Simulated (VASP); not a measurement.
# CaO in VASP: single point with PBE+D3(BJ)

Aim: the single point of CaO with PBE+D3(BJ).

Program: VASP 6.6.1. These are calculated values, not measurements. Logs are shortened: lines on timing, memory, paths and dates and some standing lists are left out, and cuts for length are marked.

### 1 The cell of the first run

The cell holds a slab with vacuum, 24 atoms: a = 6.765 Å, b = 6.765 Å, c = 24.812 Å, α = 90.00°, β = 90.00°, γ = 90.00°.

### 2 Single point, PBE+D3(BJ)

INCAR

```
ALGO = Normal ; DIPOL = 0.5 0.5 0.418
EDIFF = 1E-7 ; ENCUT = 520
GGA = PE ; IDIPOL = 3
ISIF = 2 ; ISMEAR = 0
IVDW = 12 ; LASPH = True
LCHARG = False ; LDIPOL = True
LREAL = Auto ; LUSENCCL = False
LWAVE = False ; NBANDS = 114
NELM = 100 ; PREC = Accurate
SIGMA = 0.05
```

KPOINTS

```
k-points
0
Gamma
  2 2 1
```

POSCAR

```
CaO
1.0
    6.7646985745      0.0000000000      0.0000000000
    0.0000000000      6.7646985745      0.0000000000
    0.0000000000      0.0000000000     24.8115642347
Ca O
12 12
Direct
    0.2500000000      0.2500000000      0.3224302959
    0.2500000000      0.7500000000      0.3224302959
    0.7500000000      0.2500000000      0.3224302959
    0.7500000000      0.7500000000      0.3224302959
    0.4999280153      0.4999938932      0.4167313940
    0.4999907419      0.0000022873      0.4182474785
    0.0000273508      0.4999996445      0.4182411498
    0.0000379840      0.0000063598      0.4174141371
    0.7540661410      0.7540459925      0.5148682557
    0.7541171583      0.2459376382      0.5148682670
    0.2458638287      0.7541886718      0.5149088648
    0.2459280444      0.2458434857      0.5149156666
    0.5000000000      0.5000000000      0.3224302959
    0.5000000000      0.0000000000      0.3224302959
    0.0000000000      0.5000000000      0.3224302959
    0.0000000000      0.0000000000      0.3224302959
    0.7497227282      0.7497701599      0.4181479542
    0.7497402654      0.2502285343      0.4181446043
    0.2502141070      0.7497287781      0.4181340301
    0.2502215315      0.2502869875      0.4181300903
   -0.0000081961      0.0000150922      0.5123463292
   -0.0002267811      0.5000126622      0.5120848782
    0.4998186872      0.0000128250      0.5120752332
    0.5002447976      0.4999816088      0.5102011293
```

Potentials or basis: VASP PAW PBE potentials, release 64 (Ca_sv, O).

On the command line:

```
cat potpaw_PBE.64/Ca_sv/POTCAR potpaw_PBE.64/O/POTCAR > POTCAR
mpirun -np 1 vasp_std > vasp.out
```

OUTCAR:

```text
EDIFF = 1E-7
   ENCUT = 520
   GGA = PE
   ISIF = 2
   ISMEAR = 0
   IVDW = 12
   LASPH = True
   LREAL = Auto
   NELM = 100
   PREC = Accurate
 IVDW          = 12

 ion  position               nearest neighbor table
   1  0.250  0.250  0.322-  20 2.37  14 2.39  15 2.39  16 2.39  13 2.39
   2  0.250  0.750  0.322-  19 2.37  14 2.39  15 2.39  16 2.39  13 2.39
   3  0.750  0.250  0.322-  18 2.37  14 2.39  15 2.39  16 2.39  13 2.39
   4  0.750  0.750  0.322-  17 2.37  14 2.39  15 2.39  16 2.39  13 2.39
   5  0.500  0.500  0.417-  24 2.32  13 2.34  20 2.39  19 2.39  17 2.39  18 2.39
   6  0.500  0.000  0.418-  23 2.33  14 2.38  17 2.39  18 2.39  19 2.39  20 2.39
   7  0.000  0.500  0.418-  22 2.33  15 2.38  20 2.39  19 2.39  18 2.39  17 2.39
   8  0.000  0.000  0.417-  21 2.36  16 2.36  19 2.39  20 2.39  18 2.39  17 2.39
   9  0.754  0.754  0.515-  21 2.35  22 2.39  23 2.39  17 2.40  24 2.43
  10  0.754  0.246  0.515-  21 2.35  22 2.39  23 2.39  18 2.40  24 2.43
  11  0.246  0.754  0.515-  21 2.35  23 2.39  22 2.39  19 2.40  24 2.44
  12  0.246  0.246  0.515-  21 2.35  23 2.39  22 2.39  20 2.40  24 2.43
  13  0.500  0.500  0.322-   5 2.34   2 2.39   3 2.39   4 2.39   1 2.39
  14  0.500  0.000  0.322-   6 2.38   2 2.39   3 2.39   4 2.39   1 2.39
  15  0.000  0.500  0.322-   7 2.38   2 2.39   3 2.39   4 2.39   1 2.39
  16  0.000  0.000  0.322-   8 2.36   2 2.39   3 2.39   4 2.39   1 2.39
  17  0.750  0.750  0.418-   4 2.37   5 2.39   6 2.39   7 2.39   8 2.39   9 2.40
  18  0.750  0.250  0.418-   3 2.37   5 2.39   6 2.39   7 2.39   8 2.39  10 2.40
  19  0.250  0.750  0.418-   2 2.37   5 2.39   7 2.39   6 2.39   8 2.39  11 2.40
  20  0.250  0.250  0.418-   1 2.37   5 2.39   7 2.39   6 2.39   8 2.39  12 2.40
  21  1.000  0.000  0.512-  11 2.35  12 2.35  10 2.35   9 2.35   8 2.36
  22  1.000  0.500  0.512-   7 2.33  10 2.39   9 2.39  11 2.39  12 2.39
  23  0.500  0.000  0.512-   6 2.33  12 2.39  11 2.39   9 2.39  10 2.39
  24  0.500  0.500  0.510-   5 2.32   9 2.43  10 2.43  12 2.43  11 2.44

  LATTYP: Found a simple tetragonal cell.
 ALAT       =     6.7646985745
 C/A-ratio  =     3.6678004144

  Lattice vectors:

 A1 = (   6.7646985745,   0.0000000000,   0.0000000000)
 A2 = (   0.0000000000,   6.7646985745,   0.0000000000)
 A3 = (   0.0000000000,   0.0000000000,  24.8115642347)

Analysis of symmetry for initial positions (statically):
=====================================================================
 Subroutine PRICEL returns:
 Original cell was already a primitive cell.

 Routine SETGRP: Setting up the symmetry group for a
 simple tetragonal supercell.

 Subroutine GETGRP returns: Found  1 space group operations
 (whereof  1 operations were pure point group operations)
 out of a pool of 16 trial point group operations.

The static configuration has the point symmetry C_1 .

Analysis of symmetry for dynamics (positions and initial velocities):
=====================================================================
 Subroutine PRICEL returns:
 Original cell was already a primitive cell.

 Routine SETGRP: Setting up the symmetry group for a
 simple tetragonal supercell.

 Subroutine GETGRP returns: Found  1 space group operations
 (whereof  1 operations were pure point group operations)
 out of a pool of 16 trial point group operations.

The dynamic configuration has the point symmetry C_1 .

 Subroutine INISYM returns: Found  1 space group operations
 (whereof  1 operations are pure point group operations),
 and found     1 'primitive' translations

----------------------------------------------------------------------------------------

                                     Primitive cell

  volume of cell :    1135.4056

  direct lattice vectors                    reciprocal lattice vectors
     6.764698574  0.000000000  0.000000000     0.147826247  0.000000000  0.000000000
     0.000000000  6.764698574  0.000000000     0.000000000  0.147826247  0.000000000
     0.000000000  0.000000000 24.811564235     0.000000000  0.000000000  0.040303787

  length of vectors
     6.764698574  6.764698574 24.811564235     0.147826247  0.147826247  0.040303787

  position of ions in fractional coordinates (direct lattice)
     0.250000000  0.250000000  0.322430296
     0.250000000  0.750000000  0.322430296
     0.750000000  0.250000000  0.322430296
     0.750000000  0.750000000  0.322430296
     0.499928015  0.499993893  0.416731394
     0.499990742  0.000002287  0.418247478
[... 16 lines left out ...]
     0.499818687  0.000012825  0.512075233
     0.500244798  0.499981609  0.510201129

  ion indices of the primitive-cell ions
   primitive index   ion index
                 1           1
                 2           2
                 3           3
                 4           4
                 5           5
                 6           6
[... 16 lines left out ...]
                23          23
                24          24

----------------------------------------------------------------------------------------

 KPOINTS: k-points

Automatic generation of k-mesh.
 Grid dimensions read from file:
 generate k-points for:    2    2    1

 Generating k-lattice:

  Cartesian coordinates                     Fractional coordinates (reciprocal lattice)
     0.073913123  0.000000000  0.000000000     0.500000000  0.000000000  0.000000000
     0.000000000  0.073913123  0.000000000     0.000000000  0.500000000  0.000000000
     0.000000000  0.000000000  0.040303787     0.000000000  0.000000000  1.000000000

  Length of vectors
     0.073913123  0.073913123  0.040303787

  Shift w.r.t. Gamma in fractional coordinates (k-lattice)
     0.000000000  0.000000000  0.000000000

 Subroutine IBZKPT returns following result:
 ===========================================

 Found      4 irreducible k-points:

 Following reciprocal coordinates:
            Coordinates               Weight
  0.000000  0.000000  0.000000      1.000000
  0.500000  0.000000  0.000000      1.000000
  0.000000  0.500000  0.000000      1.000000
  0.500000  0.500000  0.000000      1.000000
   k-points           NKPTS =      4   k-points in BZ     NKDIM =      4   number of bands    NBANDS=    114
   number of dos      NEDOS =    301   number of ions     NIONS =     24
   total plane-waves  NPLWV = 480000
   dimension x,y,z NGX =    50 NGY =   50 NGZ =  192
   dimension x,y,z NGXF=   100 NGYF=  100 NGZF=  384
   ions per type =              12  12
   NGX,Y,Z   is equivalent  to a cutoff of  12.29, 12.29, 12.86 a.u.
   NGXF,Y,Z  is equivalent  to a cutoff of  24.58, 24.58, 25.73 a.u.
 SYSTEM =  unknown system
   PREC   = accura    normal or accurate (medium, high low for compatibility)
   ISTART =      0    job   : 0-new  1-cont  2-samecut
   ICHARG =      2    charge: 1-file 2-atom 10-const
   ISPIN  =      1    spin polarized calculation?
   LNONCOLLINEAR =      F non collinear calculations
   LSORBIT =      F    spin-orbit coupling
   LASPH  =      T    aspherical Exc in radial PAW
   ENCUT  =  520.0 eV  38.22 Ry    6.18 a.u.  12.58 12.58 46.13*2*pi/ulx,y,z
   NELM   =    100;   NELMIN=  2; NELMDL= -5     # of ELM steps
   EDIFF  = 0.1E-06   stopping-criterion for ELM
   LREAL  =      T    real-space projection
   EDIFFG = 0.1E-05   stopping-criterion for IOM
   NSW    =      0    number of steps for IOM
   IBRION =     -1    ionic relax: 0-MD 1-quasi-New 2-CG
   NFREE  =      0    steps in history (QN), initial steepest desc. (CG)
   ISIF   =      2    stress and relaxation
   ISYM   =      2    0-nonsym 1-usesym 2-fastsym
   POTIM  = 0.5000    time-step for ionic-motion
   TEBEG  =    0.0;   TEEND  =   0.0 temperature during run
   PSTRESS=    0.0 pullay stress
   NELECT =     192.0000    total number of electrons
   NUPDOWN=      -1.0000    fix difference up-down
   EMIN   =  10.00;   EMAX   =-10.00  energy-range for DOS
   EFERMI =   0.00;   METHOD = LEGACY
   ISMEAR =     0;   SIGMA  =   0.05  broadening in eV -4-tet -1-fermi 0-gaus
   EFERMI_NEDOS =   21; number of points for ismear=-14 and -15
   IALGO  =     38    algorithm
   IMIX   =      4    mixing-type and parameters
     AMIX     =   0.40;   BMIX     =  1.00
     AMIX_MAG =   1.60;   BMIX_MAG =  1.00
  volume/ion in A,a.u.               =      47.31       319.25
  Fermi-wavevector in a.u.,A,eV,Ry     =   0.905298  1.710765 11.150851  0.819564
  Thomas-Fermi vector in A             =   2.028849
   LORBIT       =      0    0 simple, 1 ext, 2 COOP (PROOUT), +10 PAW based schemes
   GGA     = PE    functional components
   LHFCALC =     F    Hartree Fock is set to
   AEXX    =    0.0000 exact exchange contribution
   IVDW    =    12    specifies the selected vdW correction
   LEPSILON=     F    determine dielectric tensor
   LRPA    =     F    only Hartree local field effects (RPA)
 non-spin polarized calculation
 Gauss-broadening in eV      SIGMA  =   0.05
  energy-cutoff  :      520.00
  volume of cell :     1135.41
 maximum number of plane-waves:     30629
   NGX = 25   NGY = 25   NGZ = 93

 number of electron     191.9999934 magnetization

 dipolmoment           0.000000      0.000000     -0.145871 electrons x Angstroem

 Free energy of the ion-electron system (eV)
  ---------------------------------------------------
  ext. energy  EPLUGINS =         0.00000000
  ---------------------------------------------------
  free energy    TOTEN  =      -149.93661843 eV

  energy without entropy =     -149.93661843  energy(sigma->0) =     -149.93661843

 E-fermi :  -1.6429     XC(G=0):  -3.6373

 val. band max:       -1.9588651571   @ k =   0.0000   0.0000   0.0000
 cond. band min:       0.4905576879   @ k =   0.0000   0.0000   0.0000
 fundamental gap:      2.4494228450
 Fermi energy:        -1.6429289874

 k-point     1 :       0.0000    0.0000    0.0000
  band No.  band energies     occupation
      1     -40.3003      2.00000
      2     -40.2628      2.00000
      3     -40.2621      2.00000
      4     -40.2296      2.00000
      5     -40.0204      2.00000
      6     -39.9823      2.00000
[... 100 lines left out ...]
    107       2.9489      0.00000
    108       3.4758      0.00000
[... 331 lines left out ...]
    107       3.1296      0.00000
    108       3.1660      0.00000
 [bands above 108 left out]

------------------------ aborting loop because EDIFF is reached ----------------------------------------

 vacuum level on the upper side and lower side of the slab       (xc-potential included)        -0.348         0.208

 Edisp (eV)   -4.52017

 E8    (eV) :    -2.1031

  FORCE on cell =-STRESS in cart. coord.  units (eV):
  Direction    XX          YY          ZZ          XY          YZ          ZX
  --------------------------------------------------------------------------------------
  -------------------------------------------------------------------------------------
  Total      -8.70749    -8.70830     0.39156    -0.00099    -0.00067     0.00462
  in kB     -12.28719   -12.28833     0.55253    -0.00139    -0.00095     0.00652
  external pressure =       -8.01 kB  Pullay stress =        0.00 kB

 VOLUME and BASIS-vectors are now :
 -----------------------------------------------------------------------------
  energy-cutoff  :      520.00
  volume of cell :     1135.41
      direct lattice vectors                 reciprocal lattice vectors
     6.764698574  0.000000000  0.000000000     0.147826247  0.000000000  0.000000000
     0.000000000  6.764698574  0.000000000     0.000000000  0.147826247  0.000000000
     0.000000000  0.000000000 24.811564235     0.000000000  0.000000000  0.040303787

 POSITION                                       TOTAL-FORCE (eV/Angst)
 -----------------------------------------------------------------------------------
      1.69117      1.69117      8.00000        -0.006640     -0.006687     -0.101965
      1.69117      5.07352      8.00000        -0.006645      0.006783     -0.101776
      5.07352      1.69117      8.00000         0.006545     -0.006730     -0.099917
      5.07352      5.07352      8.00000         0.006449      0.006757     -0.099694
      3.38186      3.38231     10.33976         0.004581      0.000304      0.371112
      3.38229      0.00002     10.37737         0.000566      0.000018     -0.109172
[... 16 lines left out ...]
      3.38112      0.00009     12.70539         0.002988     -0.000638      0.456912
      3.38401      3.38222     12.65889        -0.014486      0.000945      0.626304
 -----------------------------------------------------------------------------------
    total drift:                               -0.001436     -0.000315     -0.047229

  FREE ENERGIE OF THE ION-ELECTRON SYSTEM (eV)
  ---------------------------------------------------
  free  energy   TOTEN  =      -154.4567850574 eV

  energy  without entropy=     -154.4567850574  energy(sigma->0) =     -154.45678506

 vacuum level on the upper side and lower side of the slab         1.541         2.104
```

It took 71 s on 1 × NVIDIA H100 80GB with 1 thread of Intel Xeon Platinum 8481C at 2.70GHz (Sapphire Rapids), shared host; peak memory 1.8 GiB.

Results:

* Free energy: -154.4568 eV
* Largest force: 0.777 eV/Å
* Band gap on the k mesh: 2.45 eV
* Dispersion energy per atom: -0.188 eV

Forces on the atoms (eV/Å):
```
Ca  -0.007 -0.007 -0.102
Ca  -0.007  0.007 -0.102
Ca   0.007 -0.007 -0.100
Ca   0.006  0.007 -0.100
Ca   0.005  0.000  0.371
Ca   0.001  0.000 -0.109
Ca  -0.004  0.000 -0.106
Ca  -0.003  0.000 -0.141
Ca  -0.445 -0.443 -0.447
Ca  -0.446  0.444 -0.446
Ca   0.444 -0.450 -0.451
Ca   0.442  0.449 -0.452
O    0.000  0.000 -0.049
O    0.000  0.000  0.060
O    0.000  0.000  0.060
O    0.000  0.000  0.056
O    0.109  0.108  0.035
O    0.109 -0.108  0.035
O   -0.107  0.109  0.040
O   -0.107 -0.110  0.040
O    0.002 -0.001  0.369
O    0.012  0.000  0.456
O    0.003 -0.001  0.457
O   -0.014  0.001  0.626
```

Levels at points of the mesh, in eV from the valence-band top:
| k point | band 93 | band 94 | band 95 | band 96 | band 97 | band 98 | band 99 | band 100 |
| --- | --- | --- | --- | --- | --- | --- | --- | --- |
| (0.00, 0.00, 0.00) | -0.22 | -0.22 | 0.00 | 0.00 | 2.45 | 3.09 | 3.75 | 3.83 |
| (0.50, 0.00, 0.00) | -0.55 | -0.55 | -0.53 | -0.46 | 3.18 | 3.22 | 3.82 | 3.82 |
| (0.00, 0.50, 0.00) | -0.55 | -0.55 | -0.53 | -0.46 | 3.18 | 3.22 | 3.82 | 3.82 |
| (0.50, 0.50, 0.00) | -0.42 | -0.42 | -0.42 | -0.42 | 3.84 | 3.89 | 3.89 | 3.92 |

Caveat: the k points lie up to 0.46 Å⁻¹ apart.
